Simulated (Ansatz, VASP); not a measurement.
**One calculation of In3Sb, two programs**

Contents of INCAR:

```
PREC = Accurate
ENCUT = 520
EDIFF = 1E-7
ISMEAR = 0
SIGMA = 0.1
LREAL = False
LASPH = True
NELM = 80
ALGO = Fast
ISIF = 2
LWAVE = False
LCHARG = False
GGA = PS
IVDW = 12
NBANDS = 30
```

File KPOINTS:

```
regular mesh
0
Gamma
  10 10 10
```

File POSCAR:

```
In3Sb
1.0
    4.5455127921      0.0000000000      0.0000000000
    0.0000000000      4.5455127921      0.0000000000
    0.0000000000      0.0000000000      4.5455127921
In Sb
3 1
Direct
    0.5000000000      0.5000000000      0.0000000000
    0.5000000000      0.0000000000      0.5000000000
    0.0000000000      0.5000000000      0.5000000000
    0.0000000000      0.0000000000      0.0000000000
```

Input for Ansatz:

```yaml
crystal:
  lattice:
    - [4.5455127921, 0.0, 0.0]
    - [0.0, 4.5455127921, 0.0]
    - [0.0, 0.0, 4.5455127921]
  atoms:
    - { symbol: In, position: [0.5, 0.5, 0.0] }
    - { symbol: In, position: [0.5, 0.0, 0.5] }
    - { symbol: In, position: [0.0, 0.5, 0.5] }
    - { symbol: Sb, position: [0.0, 0.0, 0.0] }
basis:
  ecutwfc: 420
kpoints:
  mp_grid: { grid: [10, 10, 10] }
hamiltonian:
  xc: pbesol
  dispersion: d3bj
scf:
  occupations: { method: gaussian, width: 0.1 }
output:
  forces: true
  stress: true
  eigenvalues: true
  write_density: true
  write_potential: true
  elf: true
  volumetric_format: npy
```

Alike in both runs: task single point; functional PBEsol; dispersion D3(BJ); k mesh 10 × 10 × 10; occupations gaussian, width 0.1 eV; no spin polarisation.

|  | VASP | Ansatz |
| --- | --- | --- |
| version | VASP 6.6.1 | Ansatz 0.2.0 |
| potentials or method | VASP PAW PBE potentials, release 64 (In_d, Sb), cutoff 520 eV | scalar-relativistic, plane waves, PAW |
| valence electrons in the cell | 44 | 54 |

```csv
,VASP,Ansatz,Ansatz less VASP
gap on the k mesh at the Fermi level (eV),none,none,-
pressure (GPa),3.8,3.8,-0.02
```

VASP's potentials were made for PBE, not for PBEsol. A gap of «none» marks a metal or a gap that the smearing closes. VASP's potentials hold 44 valence electrons a cell and Ansatz's 54, so a difference there can come from the potentials and not from the codes.

Neither program's run includes spin-orbit coupling.
